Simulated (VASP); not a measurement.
# In3P (Cmmm) in VASP: single point with PBE

Aim: the single point of In3P with PBE.

All numbers are computed with VASP 6.6.1; they aren't measurements. Logs are shortened: lines on timing, memory, paths and dates and some standing lists are left out, and cuts for length are marked.

## 1. The cell of the first run

Symmetry: Cmmm, No. 65, orthorhombic system. The conventional cell has a = 5.015 Å, b = 5.055 Å, c = 7.707 Å, α = 90.00°, β = 90.00°, γ = 90.00°. In (site symmetry mm2) has 4 P at 2.96 to 2.98 Å and 9 In at 3.14 to 3.56 Å within 3.9 Å. In (site symmetry mmm) has 12 In at 3.39 to 3.56 Å and 2 P at 3.85 Å within 4.5 Å. Within 3.9 Å of P (site symmetry mmm) lie 10 In at 2.96 to 3.85 Å and 4 P at 3.56 Å.

## 2. Single point, PBE

The input, INCAR:

```
ALGO = Normal
EDIFF = 1E-6
ENCUT = 520
GGA = PE
ISIF = 2
ISMEAR = 0
LASPH = True
LCHARG = False
LREAL = False
LWAVE = False
NBANDS = 30
NELM = 60
PREC = Accurate
SIGMA = 0.1
```

The input, KPOINTS:

```
k-points
0
Gamma
  14 14 6
```

The input, POSCAR:

```
In3P
1.0
    2.5076112209     -2.5274629947      0.0000000000
    2.5076112209      2.5274629947      0.0000000000
    0.0000000000      0.0000000000      7.7074011826
In P
3 1
Direct
    0.5000000000      0.5000000000      0.7961399318
    0.0000000000      0.0000000000      0.5000000000
    0.5000000000      0.5000000000      0.2038600682
    0.0000000000      0.0000000000      0.0000000000
```

Potentials or basis: VASP PAW PBE potentials, release 64 (In_d, P).

Run with:

```bash
$ cat potpaw_PBE.64/In_d/POTCAR potpaw_PBE.64/P/POTCAR > POTCAR
$ mpirun -np 1 vasp_std > vasp.out
```

OUTCAR:

```text
EDIFF = 1E-6
   ENCUT = 520
   GGA = PE
   ISIF = 2
   ISMEAR = 0
   LASPH = True
   LREAL = False
   NELM = 60
   PREC = Accurate

 ion  position               nearest neighbor table
   1  0.500  0.500  0.796-   4 2.96   4 2.96   4 2.98   4 2.98   3 3.14   2 3.39   2 3.39   2 3.41
                             2 3.41
   2  0.000  0.000  0.500-   1 3.39   3 3.39   1 3.39   3 3.39   1 3.41   3 3.41   1 3.41   3 3.41

   3  0.500  0.500  0.204-   4 2.96   4 2.96   4 2.98   4 2.98   1 3.14   2 3.39   2 3.39   2 3.41
                             2 3.41
   4  0.000  0.000  0.000-   1 2.96   3 2.96   1 2.96   3 2.96   1 2.98   3 2.98   1 2.98   3 2.98

  LATTYP: Found a base centered orthorhombic cell.
 ALAT       =     5.0152224418
 B/A-ratio  =     1.0079166075
 C/A-ratio  =     1.5368014624

  Lattice vectors:

 A1 = (   2.5076112209,  -2.5274629947,   0.0000000000)
 A2 = (   2.5076112209,   2.5274629947,   0.0000000000)
 A3 = (   0.0000000000,   0.0000000000,   7.7074011826)

Analysis of symmetry for initial positions (statically):
=====================================================================
 Subroutine PRICEL returns:
 Original cell was already a primitive cell.

 Routine SETGRP: Setting up the symmetry group for a
 base centered orthorhombic supercell.

 Subroutine GETGRP returns: Found  8 space group operations
 (whereof  8 operations were pure point group operations)
 out of a pool of  8 trial point group operations.

The static configuration has the point symmetry D_2h.

Analysis of symmetry for dynamics (positions and initial velocities):
=====================================================================
 Subroutine PRICEL returns:
 Original cell was already a primitive cell.

 Routine SETGRP: Setting up the symmetry group for a
 base centered orthorhombic supercell.

 Subroutine GETGRP returns: Found  8 space group operations
 (whereof  8 operations were pure point group operations)
 out of a pool of  8 trial point group operations.

The dynamic configuration has the point symmetry D_2h.

 Subroutine INISYM returns: Found  8 space group operations
 (whereof  8 operations are pure point group operations),
 and found     1 'primitive' translations

----------------------------------------------------------------------------------------

                                     Primitive cell

[... 86 lines left out ...]
   ISTART =      0    job   : 0-new  1-cont  2-samecut
   ICHARG =      2    charge: 1-file 2-atom 10-const
   ISPIN  =      1    spin polarized calculation?
   LNONCOLLINEAR =      F non collinear calculations
   LSORBIT =      F    spin-orbit coupling
   LASPH  =      T    aspherical Exc in radial PAW
   ENCUT  =  520.0 eV  38.22 Ry    6.18 a.u.   6.62  6.62 14.33*2*pi/ulx,y,z
   NELM   =     60;   NELMIN=  2; NELMDL= -5     # of ELM steps
   EDIFF  = 0.1E-05   stopping-criterion for ELM
   LREAL  =      F    real-space projection
   EDIFFG = 0.1E-04   stopping-criterion for IOM
   NSW    =      0    number of steps for IOM
   IBRION =     -1    ionic relax: 0-MD 1-quasi-New 2-CG
   NFREE  =      0    steps in history (QN), initial steepest desc. (CG)
   ISIF   =      2    stress and relaxation
   ISYM   =      2    0-nonsym 1-usesym 2-fastsym
   POTIM  = 0.5000    time-step for ionic-motion
   TEBEG  =    0.0;   TEEND  =   0.0 temperature during run
   PSTRESS=    0.0 pullay stress
   NELECT =      44.0000    total number of electrons
   NUPDOWN=      -1.0000    fix difference up-down
   EMIN   =  10.00;   EMAX   =-10.00  energy-range for DOS
   EFERMI =   0.00;   METHOD = LEGACY
   ISMEAR =     0;   SIGMA  =   0.10  broadening in eV -4-tet -1-fermi 0-gaus
   EFERMI_NEDOS =   21; number of points for ismear=-14 and -15
   IALGO  =     38    algorithm
   IMIX   =      4    mixing-type and parameters
     AMIX     =   0.40;   BMIX     =  1.00
     AMIX_MAG =   1.60;   BMIX_MAG =  1.00
  volume/ion in A,a.u.               =      24.42       164.82
  Fermi-wavevector in a.u.,A,eV,Ry     =   1.254868  2.371357 21.425011  1.574694
  Thomas-Fermi vector in A             =   2.388652
   LORBIT       =      0    0 simple, 1 ext, 2 COOP (PROOUT), +10 PAW based schemes
   GGA     = PE    functional components
   LHFCALC =     F    Hartree Fock is set to
   AEXX    =    0.0000 exact exchange contribution
   IVDW    =     0    specifies the selected vdW correction
   LEPSILON=     F    determine dielectric tensor
   LRPA    =     F    only Hartree local field effects (RPA)
 non-spin polarized calculation
 Gauss-broadening in eV      SIGMA  =   0.10
  energy-cutoff  :      520.00
  volume of cell :       97.70
 maximum number of plane-waves:      2656
   NGX = 13   NGY = 13   NGZ = 29

 number of electron      43.9999996 magnetization

 Free energy of the ion-electron system (eV)
  ---------------------------------------------------
  ext. energy  EPLUGINS =         0.00000000
  ---------------------------------------------------
  free energy    TOTEN  =       -12.63296681 eV

  energy without entropy =      -12.62518771  energy(sigma->0) =      -12.62907726

 E-fermi :   7.0966     XC(G=0): -10.2079

 val. band max:        7.0920877306   @ k =  -0.3571   0.3571   0.0000
 cond. band min:       7.0996050345   @ k =  -0.2143   0.2143   0.1667
 fundamental gap:      0.0075173040
 Fermi energy:         7.0966280228

 k-point     1 :       0.0000    0.0000    0.0000
  band No.  band energies     occupation
      1      -7.5491      2.00000
      2      -7.5376      2.00000
      3      -7.4207      2.00000
      4      -7.4145      2.00000
      5      -7.3795      2.00000
      6      -7.3670      2.00000
[... 781 lines left out ...]
     29      13.3837      0.00000
     30      14.2262      0.00000

 [... further k-points ...]
[... 5 lines left out ...]
  --------------------------------------------------------------------------------------
  -------------------------------------------------------------------------------------
  Total       -0.0277140     -0.0473657     -0.0232983     -0.0000000      0.0000000      0.0000000
  in kB       -0.4544919     -0.7767680     -0.3820785     -0.0000000      0.0000000      0.0000000
  external PRESSURE =      -0.5377794 kB  Pullay stress =       0.0000000 kB

 VOLUME and BASIS-vectors are now :
 -----------------------------------------------------------------------------
  energy-cutoff  :      520.00
  volume of cell :       97.70
      direct lattice vectors                 reciprocal lattice vectors
     2.507611221 -2.527462995  0.000000000     0.199392950 -0.197826833  0.000000000
     2.507611221  2.527462995  0.000000000     0.199392950  0.197826833  0.000000000
     0.000000000  0.000000000  7.707401183     0.000000000  0.000000000  0.129745420

 POSITION                                       TOTAL-FORCE (eV/Angst)
 -----------------------------------------------------------------------------------
      2.50761      0.00000      6.13617        -0.000000      0.000000     -0.003807
      0.00000      0.00000      3.85370         0.000000      0.000000      0.000000
      2.50761      0.00000      1.57123         0.000000      0.000000      0.003807
      0.00000      0.00000      0.00000         0.000000      0.000000      0.000000
 -----------------------------------------------------------------------------------
    total drift:                                0.000000      0.000000      0.000000

  FREE ENERGIE OF THE ION-ELECTRON SYSTEM (eV)
  ---------------------------------------------------
  free  energy   TOTEN  =       -12.6329668060 eV

  energy  without entropy=      -12.6251877098  energy(sigma->0) =      -12.62907726
```

OSZICAR:

```text
N       E                     dE             d eps       ncg     rms          rms(c)
DAV:   1     0.398084128759E+03    0.39808E+03   -0.21020E+04 13686   0.192E+03
DAV:   2     0.266234207333E+02   -0.37146E+03   -0.36307E+03 13794   0.448E+02
DAV:   3    -0.114417405640E+02   -0.38065E+02   -0.37127E+02 16582   0.161E+02
DAV:   4    -0.130858037595E+02   -0.16441E+01   -0.16378E+01 16378   0.344E+01
DAV:   5    -0.131599678561E+02   -0.74164E-01   -0.74154E-01 19838   0.628E+00    0.538E+00
DAV:   6    -0.126621765854E+02    0.49779E+00   -0.25996E+00 19298   0.143E+01    0.299E+00
DAV:   7    -0.126373345508E+02    0.24842E-01   -0.39940E-01 17162   0.618E+00    0.177E+00
DAV:   8    -0.126336663988E+02    0.36682E-02   -0.54939E-02 18172   0.251E+00    0.352E-01
DAV:   9    -0.126329452617E+02    0.72114E-03   -0.60568E-03 18974   0.557E-01    0.176E-01
DAV:  10    -0.126329871055E+02   -0.41844E-04   -0.13337E-03 17674   0.570E-01    0.396E-02
DAV:  11    -0.126329643637E+02    0.22742E-04   -0.20164E-04 20058   0.265E-01    0.279E-02
DAV:  12    -0.126329652803E+02   -0.91662E-06   -0.53418E-05 18548   0.706E-02    0.937E-03
DAV:  13    -0.126329666459E+02   -0.13656E-05   -0.50004E-06 14746   0.348E-02    0.349E-03
DAV:  14    -0.126329668060E+02   -0.16008E-06   -0.52202E-07  8544   0.771E-03
   1 F= -.12632967E+02 E0= -.12629077E+02  d E =-.777910E-02
```

Run time: 8 min. Hardware: 1 thread of Intel Xeon Platinum 8259CL at 2.50GHz (Skylake/Cascade Lake), shared host; peak memory 0.6 GiB.

What came out:

```yaml
Free_energy: -12.6330 eV
Pressure: -0.1 GPa
Largest_force: 0.004 eV/Å
Band_gap_on_the_k_mesh: zero (band 22 reaches 8.64 eV, above the bottom of band 23 at 5.54 eV)
```

Forces on the atoms (eV/Å):
```
In   0.000  0.000 -0.004
In   0.000  0.000  0.000
In   0.000  0.000  0.004
P    0.000  0.000  0.000
```

Caveat: spin-orbit coupling is left out, which moves the levels of the heavy elements.
